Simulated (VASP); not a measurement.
# InAs (pbe) (F-43m) in VASP: notebook

The runs below take InAs (pbe) through single point, relaxation of cell and atoms, with PBE.

Everything below comes from runs of VASP 6.6.1. Logs are shortened: lines on timing, memory, paths and dates and some standing lists are left out, and cuts for length are marked.

## Step 1: The cell of the first run

It takes space group F-43m (No. 216, cubic). The conventional cell has a = 6.107 Å, b = 6.107 Å, c = 6.107 Å, α = 90.00°, β = 90.00°, γ = 90.00°. Within 3.5 Å of In (site symmetry -43m) lie 4 As at 2.64 Å. Within 3.5 Å of As (site symmetry -43m) lie 4 In at 2.64 Å.

## Step 2: Single point, PBE

Contents of INCAR:

```
SYSTEM = InAs
PREC     = Accurate       ! precision mode
ENCUT    = 520            ! plane-wave cutoff, eV
EDIFF    = 1E-7           ! SCF threshold, eV
ISMEAR   = 0              ! smearing method
SIGMA    = 0.1            ! smearing width, eV
LREAL    = .FALSE.        ! projectors in reciprocal space
LASPH    = .TRUE.         ! aspherical terms in the spheres
NELM     = 60             ! most SCF steps
ALGO     = Normal         ! electronic algorithm
ISIF     = 2              ! what is computed and relaxed
LWAVE    = .FALSE.        ! write WAVECAR
LCHARG   = .FALSE.        ! write CHGCAR
GGA      = PE             ! functional
NBANDS   = 16             ! bands
```

Contents of KPOINTS:

```
regular mesh
0
G
  6 6 6
  0 0 0
```

Contents of POSCAR:

```
InAs
1.0
    0.0000000000      3.0535616600      3.0535616600
    3.0535616600      0.0000000000      3.0535616600
    3.0535616600      3.0535616600      0.0000000000
In As
1 1
Direct
    0.2500000000      0.2500000000      0.2500000000
    0.0000000000      0.0000000000      0.0000000000
```

Potentials or basis: VASP PAW PBE potentials, release 64 (In_d, As).

Launch:

```console
> cat potpaw_PBE.64/In_d/POTCAR potpaw_PBE.64/As/POTCAR > POTCAR
> mpirun -np 1 vasp_std > vasp.out
```

OUTCAR:

```text
SYSTEM = InAs
   PREC = Accurate
   ENCUT = 520
   EDIFF = 1E-7
   ISMEAR = 0
   LREAL = .FALSE.
   LASPH = .TRUE.
   NELM = 60
   ISIF = 2
   GGA = PE

 ion  position               nearest neighbor table
   1  0.250  0.250  0.250-   2 2.64   2 2.64   2 2.64   2 2.64
   2  0.000  0.000  0.000-   1 2.64   1 2.64   1 2.64   1 2.64

  LATTYP: Found a face centered cubic cell.
 ALAT       =     6.1071233200

  Lattice vectors:

 A1 = (   0.0000000000,   3.0535616600,   3.0535616600)
 A2 = (   3.0535616600,   0.0000000000,   3.0535616600)
 A3 = (   3.0535616600,   3.0535616600,   0.0000000000)

Analysis of symmetry for initial positions (statically):
=====================================================================
 Subroutine PRICEL returns:
 Original cell was already a primitive cell.

 Routine SETGRP: Setting up the symmetry group for a
 face centered cubic supercell.

 Subroutine GETGRP returns: Found 24 space group operations
 (whereof 24 operations were pure point group operations)
 out of a pool of 48 trial point group operations.

The static configuration has the point symmetry T_d .

Analysis of symmetry for dynamics (positions and initial velocities):
=====================================================================
 Subroutine PRICEL returns:
 Original cell was already a primitive cell.

 Routine SETGRP: Setting up the symmetry group for a
 face centered cubic supercell.

 Subroutine GETGRP returns: Found 24 space group operations
 (whereof 24 operations were pure point group operations)
 out of a pool of 48 trial point group operations.

The dynamic configuration has the point symmetry T_d .

 Subroutine INISYM returns: Found 24 space group operations
 (whereof 24 operations are pure point group operations),
 and found     1 'primitive' translations

----------------------------------------------------------------------------------------

                                     Primitive cell

  volume of cell :      56.9443

  direct lattice vectors                    reciprocal lattice vectors
     0.000000000  3.053561660  3.053561660    -0.163743214  0.163743214  0.163743214
     3.053561660  0.000000000  3.053561660     0.163743214 -0.163743214  0.163743214
     3.053561660  3.053561660  0.000000000     0.163743214  0.163743214 -0.163743214

  length of vectors
     4.318388313  4.318388313  4.318388313     0.283611566  0.283611566  0.283611566

  position of ions in fractional coordinates (direct lattice)
     0.250000000  0.250000000  0.250000000
     0.000000000  0.000000000  0.000000000

  ion indices of the primitive-cell ions
   primitive index   ion index
                 1           1
                 2           2

----------------------------------------------------------------------------------------

 KPOINTS: regular mesh

Automatic generation of k-mesh.
 Grid dimensions read from file:
 generate k-points for:    6    6    6

 Generating k-lattice:

  Cartesian coordinates                     Fractional coordinates (reciprocal lattice)
    -0.027290536  0.027290536  0.027290536     0.166666667  0.000000000  0.000000000
     0.027290536 -0.027290536  0.027290536     0.000000000  0.166666667  0.000000000
     0.027290536  0.027290536 -0.027290536     0.000000000  0.000000000  0.166666667

  Length of vectors
     0.047268594  0.047268594  0.047268594

  Shift w.r.t. Gamma in fractional coordinates (k-lattice)
     0.000000000  0.000000000  0.000000000

 Subroutine IBZKPT returns following result:
 ===========================================

 Found     16 irreducible k-points:

 Following reciprocal coordinates:
            Coordinates               Weight
  0.000000  0.000000  0.000000      1.000000
  0.166667  0.000000  0.000000      8.000000
  0.333333  0.000000  0.000000      8.000000
  0.500000  0.000000  0.000000      4.000000
  0.166667  0.166667  0.000000      6.000000
  0.333333  0.166667  0.000000     24.000000
[... 8 lines left out ...]
 -0.333333  0.333333  0.166667     24.000000
 -0.333333  0.500000  0.166667     12.000000
[... 43 lines left out ...]

 val. band max:        4.2189295174   @ k =   0.0000   0.0000   0.0000
 cond. band min:       5.1088221014   @ k =   0.5000   0.0000   0.0000
 fundamental gap:      0.8898925839
 Fermi energy:         4.2493880725

 k-point     1 :       0.0000    0.0000    0.0000
  band No.  band energies     occupation
      1     -10.1219      2.00000
      2     -10.1219      2.00000
      3     -10.1219      2.00000
      4     -10.0083      2.00000
      5     -10.0083      2.00000
      6      -7.4543      2.00000
[... 8 lines left out ...]
     15      13.8192      0.00000
     16      13.8192      0.00000

 k-point     2 :       0.1667    0.0000    0.0000
  band No.  band energies     occupation
      1     -10.1512      2.00000
      2     -10.1131      2.00000
      3     -10.1131      2.00000
      4     -10.0083      2.00000
      5     -10.0083      2.00000
      6      -7.1872      2.00000
[... 8 lines left out ...]
     15      12.7750      0.00000
     16      12.7750      0.00000

 k-point     3 :       0.3333    0.0000    0.0000
  band No.  band energies     occupation
      1     -10.2053      2.00000
      2     -10.0987      2.00000
      3     -10.0987      2.00000
      4     -10.0048      2.00000
      5     -10.0048      2.00000
      6      -6.5255      2.00000
[... 8 lines left out ...]
     15      13.2302      0.00000
     16      13.2302      0.00000

 k-point     4 :       0.5000    0.0000    0.0000
  band No.  band energies     occupation
      1     -10.2305      2.00000
      2     -10.0935      2.00000
      3     -10.0935      2.00000
      4     -10.0010      2.00000
      5     -10.0010      2.00000
      6      -6.0744      2.00000
[... 8 lines left out ...]
     15      14.8580      0.00000
     16      14.8580      0.00000
[... 172 lines left out ...]
 k-point    14 :       0.5000    0.3333    0.1667
  band No.  band energies     occupation
      1     -10.2431      2.00000
      2     -10.0822      2.00000
      3     -10.0710      2.00000
      4     -10.0215      2.00000
      5      -9.9979      2.00000
      6      -6.0247      2.00000
[... 8 lines left out ...]
     15      14.6877      0.00000
     16      16.0094      0.00000

 k-point    15 :      -0.3333    0.3333    0.1667
  band No.  band energies     occupation
      1     -10.2543      2.00000
      2     -10.0817      2.00000
      3     -10.0635      2.00000
      4     -10.0179      2.00000
      5     -10.0013      2.00000
      6      -5.6801      2.00000
[... 8 lines left out ...]
     15      14.9407      0.00000
     16      15.8232      0.00000

 k-point    16 :      -0.3333    0.5000    0.1667
  band No.  band energies     occupation
      1     -10.2693      2.00000
      2     -10.0697      2.00000
      3     -10.0539      2.00000
      4     -10.0277      2.00000
      5      -9.9960      2.00000
      6      -5.5304      2.00000
[... 8 lines left out ...]
     15      15.6835      0.00000
     16      15.9286      0.00000

------------------------ aborting loop because EDIFF is reached ----------------------------------------

  FORCE on cell =-STRESS in cart. coord.  units (eV):
  Direction    XX          YY          ZZ          XY          YZ          ZX
  --------------------------------------------------------------------------------------
  -------------------------------------------------------------------------------------
  Total        0.7803187      0.7803187      0.7803187      0.0000000      0.0000000      0.0000000
  in kB       21.9549536     21.9549536     21.9549536      0.0000000      0.0000000      0.0000000
  external PRESSURE =      21.9549536 kB  Pullay stress =       0.0000000 kB

 VOLUME and BASIS-vectors are now :
 -----------------------------------------------------------------------------
  energy-cutoff  :      520.00
  volume of cell :       56.94
      direct lattice vectors                 reciprocal lattice vectors
     0.000000000  3.053561660  3.053561660    -0.163743214  0.163743214  0.163743214
     3.053561660  0.000000000  3.053561660     0.163743214 -0.163743214  0.163743214
     3.053561660  3.053561660  0.000000000     0.163743214  0.163743214 -0.163743214

 POSITION                                       TOTAL-FORCE (eV/Angst)
 -----------------------------------------------------------------------------------
      1.52678      1.52678      1.52678         0.000000      0.000000      0.000000
      0.00000      0.00000      0.00000        -0.000000     -0.000000     -0.000000
 -----------------------------------------------------------------------------------
    total drift:                                0.000000      0.000000      0.000000

  FREE ENERGIE OF THE ION-ELECTRON SYSTEM (eV)
  ---------------------------------------------------
  free  energy   TOTEN  =        -7.6868531033 eV

  energy  without entropy=       -7.6861388506  energy(sigma->0) =       -7.68649598
```

It took 12 s on 1 thread of Intel Xeon Platinum 8375C at 2.90GHz (Ice Lake), shared host; peak memory 0.18 GiB.

What came out:

```
Free energy            : -7.6869 eV
Pressure               : 2.2 GPa
Band gap on the k mesh : zero (filled and empty bands touch)
```

Levels at points of the mesh, in eV from the Fermi level:
| k point | band 5 | band 6 | band 7 | band 8 | band 9 | band 10 | band 11 | band 12 | band 13 | band 14 |
| --- | --- | --- | --- | --- | --- | --- | --- | --- | --- | --- |
| (0.00, 0.00, 0.00) | -14.26 | -11.70 | -0.38 | -0.03 | -0.03 | -0.03 | 3.86 | 3.86 | 3.86 | 7.38 |
| (0.50, 0.00, 0.00) | -14.25 | -10.32 | -5.65 | -0.98 | -0.98 | 0.86 | 4.62 | 4.62 | 6.78 | 8.85 |
| (0.50, 0.50, 0.00) | -14.24 | -9.81 | -5.75 | -2.26 | -2.26 | 1.56 | 2.02 | 8.97 | 9.03 | 9.03 |

Caveat: spin-orbit coupling is left out, which moves the levels of the heavy elements.

## Step 3: Single point, PBE

This run uses another cell than the first one, of 29.60 Å³/atom, 1.040 times its volume.

Contents of INCAR:

```
ALGO = Normal ; EDIFF = 1E-6
ENCUT = 520 ; GGA = PE
ISIF = 2 ; ISMEAR = 0
LASPH = True ; LCHARG = True
LELF = True ; LREAL = False
LVHAR = True ; LWAVE = False
NBANDS = 16 ; NELM = 100
PREC = Accurate ; SIGMA = 0.1
```

Contents of KPOINTS:

```
k-points
0
Gamma
  12 12 12
```

Contents of POSCAR:

```
InAs
1.0
    0.0000000000      3.0932929428      3.0932929428
    3.0932929428      0.0000000000      3.0932929428
    3.0932929428      3.0932929428      0.0000000000
In As
1 1
Direct
    0.2500000000      0.2500000000      0.2500000000
    0.0000000000      0.0000000000      0.0000000000
```

Potentials or basis: VASP PAW PBE potentials, release 64 (In_d, As).

Launch:

```console
> cat potpaw_PBE.64/In_d/POTCAR potpaw_PBE.64/As/POTCAR > POTCAR
> mpirun -np 1 vasp_std > vasp.out
```

Run time: 86 s. Hardware: 1 thread of Intel Xeon Platinum 8375C at 2.90GHz (Ice Lake), shared host; peak memory 0.24 GiB.

Results (log left out):

```yaml
Free_energy: -7.7197 eV
Pressure: 0.0 GPa
Band_gap_on_the_k_mesh: zero (filled and empty bands touch)
```

Levels at points of the mesh, in eV from the Fermi level:
```csv
k point,band 6,band 7,band 8,band 9,band 10,band 11,band 12,band 13
"(0.00, 0.00, 0.00)",-11.51,-0.61,-0.07,-0.07,-0.07,3.81,3.81,3.81
"(0.50, 0.00, 0.00)",-10.24,-5.50,-0.96,-0.96,0.75,4.57,4.57,6.69
"(0.50, 0.50, 0.00)",-9.77,-5.62,-2.17,-2.17,1.59,1.98,8.69,8.73
```

Caveat: spin-orbit coupling is left out, which moves the levels of the heavy elements.

## Step 4: Single point, PBE

This run uses another cell than the first one, of 29.62 Å³/atom, 1.040 times its volume.

Contents of INCAR:

```
SYSTEM = InAs
ALGO = Normal ; EDIFF = 1E-6
ENCUT = 520 ; GGA = PE
ISIF = 2 ; ISMEAR = -1
LASPH = .True. ; LCHARG = .True.
LELF = .True. ; LREAL = .False.
LVHAR = .True. ; LWAVE = .False.
NBANDS = 16 ; NELM = 60
PREC = Accurate ; SIGMA = 0.15
```

Contents of KPOINTS:

```
k-points
0
Gamma
  12 12 12
  0 0 0
```

Contents of POSCAR:

```
InAs
1.0
    0.0000000000      3.0939769578      3.0939769578
    3.0939769578      0.0000000000      3.0939769578
    3.0939769578      3.0939769578      0.0000000000
In As
1 1
Direct
    0.2500000000      0.2500000000      0.2500000000
    0.0000000000      0.0000000000      0.0000000000
```

Launch:

```console
> cat potpaw_PBE.64/In_d/POTCAR potpaw_PBE.64/As/POTCAR > POTCAR
> mpirun -np 1 vasp_std > vasp.out
```

Run time: 96 s. Hardware: 1 thread of Intel Xeon Platinum 8375C at 2.90GHz (Ice Lake), shared host; peak memory 0.23 GiB.

It converged, with:

```
Free energy            : -7.7211 eV
Pressure               : 0.0 GPa
Band gap on the k mesh : zero (filled and empty bands touch)
```

Levels at points of the mesh, in eV from the Fermi level:
```tsv
k point	band 6	band 7	band 8	band 9	band 10	band 11	band 12	band 13
(0.00, 0.00, 0.00)	-11.79	-0.90	-0.36	-0.36	-0.36	3.52	3.52	3.52
(0.50, 0.00, 0.00)	-10.53	-5.79	-1.25	-1.25	0.45	4.28	4.28	6.40
(0.50, 0.50, 0.00)	-10.06	-5.91	-2.46	-2.46	1.30	1.68	8.40	8.44
```

Caveat: spin-orbit coupling is left out, which moves the levels of the heavy elements.

## Step 5: Relaxation of cell and atoms, PBE

Contents of INCAR:

```
SYSTEM = InAs
PREC = Accurate
ENCUT = 600
EDIFF = 1E-7
ISMEAR = 0
SIGMA = 0.1
LREAL = .FALSE.
LASPH = .TRUE.
NELM = 60
ALGO = Normal
ISIF = 3
LWAVE = .FALSE.
LCHARG = .FALSE.
GGA = PE
IBRION = 2
NSW = 100
EDIFFG = -0.002
```

Contents of KPOINTS:

```
Automatic mesh
0
G
  12 12 12
  0 0 0
```

Contents of POSCAR:

```
InAs
1.0
    0.0000000000      3.0535616600      3.0535616600
    3.0535616600      0.0000000000      3.0535616600
    3.0535616600      3.0535616600      0.0000000000
In As
1 1
Direct
    0.2500000000      0.2500000000      0.2500000000
    0.0000000000      0.0000000000      0.0000000000
```

Launch:

```console
> cat potpaw_PBE.64/In_d/POTCAR potpaw_PBE.64/As/POTCAR > POTCAR
> mpirun -np 1 vasp_std > vasp.out
```

Wall time 87 s (1 thread of Intel Xeon 6975P-C (Granite Rapids), shared host); peak memory 0.26 GiB.

It converged, with:

| Quantity | Value |
| --- | --- |
| Free energy | -7.7196 eV |
| Relaxed volume | 29.63 Å³/atom |
| Relaxed cell | a = 4.376 Å, b = 4.376 Å, c = 4.376 Å, α = 60.00°, β = 60.00°, γ = 60.00° |
| Space group after relaxing (to 0.05 Å) | F-43m (No. 216) |
| Energy gained by relaxing | 7.4 meV/atom |
| Ionic steps | 5 |
| Pressure after relaxing | 0.0 GPa |
| Band gap on the k mesh | zero (filled and empty bands touch) |

Step by step:
```
step  energy change (eV)  largest force (eV/Å)  pressure (GPa)  volume (Å³)
   1              0.0000                0.0000            2.14        56.94
   2             -0.0130                0.0000           -0.68        60.13
   3             -0.0148                0.0000            0.01        59.26
   4             -0.0148                0.0000           -0.03        59.30
   5             -0.0148                0.0000            0.00        59.26
```

Final structure:
```
CELL_PARAMETERS angstrom
0.00000 3.09442 3.09442
3.09442 0.00000 3.09442
3.09442 3.09442 0.00000
ATOMIC_POSITIONS crystal
In 0.25000 0.25000 0.25000
As 0.00000 0.00000 0.00000
```

Levels at points of the mesh, in eV from the Fermi level:
| k point | band 7 | band 8 | band 9 | band 10 | band 11 | band 12 |
| --- | --- | --- | --- | --- | --- | --- |
| (0.00, 0.00, 0.00) | -0.61 | -0.07 | -0.07 | -0.07 | 3.81 | 3.81 |
| (0.50, 0.00, 0.00) | -5.49 | -0.96 | -0.96 | 0.74 | 4.57 | 4.57 |
| (0.50, 0.50, 0.00) | -5.62 | -2.16 | -2.16 | 1.59 | 1.98 | 8.68 |

Caveat: spin-orbit coupling is left out, which moves the levels of the heavy elements.

## Step 6: Relaxation of cell and atoms, PBE

This run uses another cell than the first one, of 29.60 Å³/atom, 1.040 times its volume.

Contents of INCAR:

```
SYSTEM = InAs
PREC     = Accurate       ! precision mode
ENCUT    = 600            ! plane-wave cutoff, eV
EDIFF    = 1E-6           ! SCF threshold, eV
ISMEAR   = -1             ! smearing method
SIGMA    = 0.15           ! smearing width, eV
LREAL    = .FALSE.        ! projectors in reciprocal space
LASPH    = .TRUE.         ! aspherical terms in the spheres
NELM     = 100            ! most SCF steps
ALGO     = Normal         ! electronic algorithm
ISIF     = 3              ! what is computed and relaxed
LWAVE    = .FALSE.        ! write WAVECAR
LCHARG   = .FALSE.        ! write CHGCAR
GGA      = PE             ! functional
IBRION   = 2              ! ionic algorithm
NSW      = 80             ! ionic steps
EDIFFG   = -0.001         ! ionic threshold
```

Contents of KPOINTS:

```
regular mesh
0
G
  12 12 12
  0 0 0
```

Contents of POSCAR:

```
InAs
1.0
    0.0000000000      3.0932929428      3.0932929428
    3.0932929428      0.0000000000      3.0932929428
    3.0932929428      3.0932929428      0.0000000000
In As
1 1
Direct
    0.2500000000      0.2500000000      0.2500000000
    0.0000000000      0.0000000000      0.0000000000
```

Potentials or basis: VASP PAW PBE potentials, release 64 (In_d, As).

Launch:

```console
> cat potpaw_PBE.64/In_d/POTCAR potpaw_PBE.64/As/POTCAR > POTCAR
> mpirun -np 1 vasp_std > vasp.out
```

Run time: 44 s. Hardware: 1 thread of Intel Xeon 6975P-C (Granite Rapids), shared host; peak memory 0.26 GiB.

The run converged. Its results:

- Free energy: -7.7211 eV
- Relaxed volume: 29.65 Å³/atom
- Relaxed cell: a = 4.377 Å, b = 4.377 Å, c = 4.377 Å, α = 60.00°, β = 60.00°, γ = 60.00°
- Space group after relaxing (to 0.05 Å): F-43m (No. 216)
- Energy gained by relaxing: 0.0 meV/atom
- Ionic steps: 3
- Pressure after relaxing: 0.0 GPa
- Band gap on the k mesh: zero (filled and empty bands touch)

Final structure:
```
In As
1.0
     0.00000    3.09506    3.09506
     3.09506    0.00000    3.09506
     3.09506    3.09506    0.00000
In As
1 1
Direct
  0.25000 0.25000 0.25000
  0.00000 0.00000 0.00000
```

Levels at points of the mesh, in eV from the Fermi level:
| k point | band 7 | band 8 | band 9 | band 10 | band 11 | band 12 |
| --- | --- | --- | --- | --- | --- | --- |
| (0.00, 0.00, 0.00) | -0.91 | -0.36 | -0.36 | -0.36 | 3.52 | 3.52 |
| (0.50, 0.00, 0.00) | -5.78 | -1.24 | -1.24 | 0.45 | 4.28 | 4.28 |
| (0.50, 0.50, 0.00) | -5.90 | -2.45 | -2.45 | 1.30 | 1.68 | 8.39 |

Caveat: spin-orbit coupling is left out, which moves the levels of the heavy elements.

## Step 7: The runs side by side

| task | cell | k mesh | cutoff (eV) | smearing | gap on the mesh (eV) | pressure (GPa) | relaxed volume (Å³/atom) |
| --- | --- | --- | --- | --- | --- | --- | --- |
| single point | a = 4.318 Å, angles 60.0°, 2 atoms | 6 × 6 × 6 | 520 | gaussian 0.1 eV | none | 2.2 | - |
| single point | a = 4.375 Å, angles 60.0°, 2 atoms | 12 × 12 × 12 | 520 | gaussian 0.1 eV | none | 0.0 | - |
| single point | a = 4.376 Å, angles 60.0°, 2 atoms | 12 × 12 × 12 | 520 | fermi-dirac 0.15 eV | none | 0.0 | - |
| relaxation of cell and atoms | relaxed from a = 4.318 Å, angles 60.0°, 2 atoms | 12 × 12 × 12 | 600 | gaussian 0.1 eV | none | 0.0 | 29.63 |
| relaxation of cell and atoms | relaxed from a = 4.375 Å, angles 60.0°, 2 atoms | 12 × 12 × 12 | 600 | fermi-dirac 0.15 eV | none | 0.0 | 29.65 |

Alike in all rows: level PBE; potentials or basis VASP PAW PBE potentials, release 64 (In_d, As); no spin polarisation.

Caveats: spin-orbit coupling is left out, which moves the levels of the heavy elements.

Absolute energies hang on the potentials; compare differences alone.
